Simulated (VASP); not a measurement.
Wanted: the native input for a VASP 6.6.1 run.

- Task: relaxation of cell and atoms
- Functional: PBE
- Potentials or basis: VASP PAW PBE potentials, release 64 (Na_pv)
- Cutoff: 600 eV
- k mesh: 13 × 13 × 13
- Occupations: fermi-dirac, width 0.1 eV
- Spin: no spin polarisation
- Target pressure: 5.1 GPa
- Dipole correction: no
- Further INCAR settings: ALGO = Normal; EDIFF = 1e-07; IBRION = 2; EDIFFG = -0.005; NSW = 32; ISIF = 3

The structure of Na lies in POSCAR:

```
Na
1.0
    2.9897219633      0.0000000000      0.0000000000
    0.0000000000      2.9897219633      0.0000000000
    0.0000000000      0.0000000000      2.9897219633
Na
1
Direct
    0.0000000000      0.0000000000      0.0000000000
```

This isn't the form of Na at room conditions, which is bcc.

The input as run:

INCAR

```
ALGO     = Normal         # electronic algorithm
EDIFF    = 1E-7           # SCF threshold, eV
EDIFFG   = -0.005         # ionic threshold
ENCUT    = 600            # plane-wave cutoff, eV
GGA      = PE             # functional
IBRION   = 2              # ionic algorithm
ISIF     = 3              # what is computed and relaxed
ISMEAR   = -1             # smearing method
LASPH    = True           # aspherical terms in the spheres
LCHARG   = False          # write CHGCAR
LREAL    = False          # projectors in reciprocal space
LWAVE    = False          # write WAVECAR
NELM     = 100            # most SCF steps
NSW      = 32             # ionic steps
PREC     = Accurate       # precision mode
PSTRESS  = 51.0         
SIGMA    = 0.1            # smearing width, eV
```

KPOINTS

```
k-points
0
Gamma
  13 13 13
```

Potentials or basis: VASP PAW PBE potentials, release 64 (Na_pv).

Command:

```bash
$ cat potpaw_PBE.64/Na_pv/POTCAR > POTCAR
$ mpirun -np 1 vasp_std > vasp.out
```

It gave:

```yaml
Pressure_after_relaxing: 5.1 GPa
Band_gap_on_the_k_mesh: zero (an odd number of electrons rules out a gap without spin polarisation)
```

Caveat: the relaxation stopped at its first step, so nothing moved; the cell is relaxed towards a set pressure, so the run minimises the enthalpy, not the energy.

Run time: 15 s on 1 thread of Intel Xeon 8259CL (shared host), peak memory 0.14 GiB.
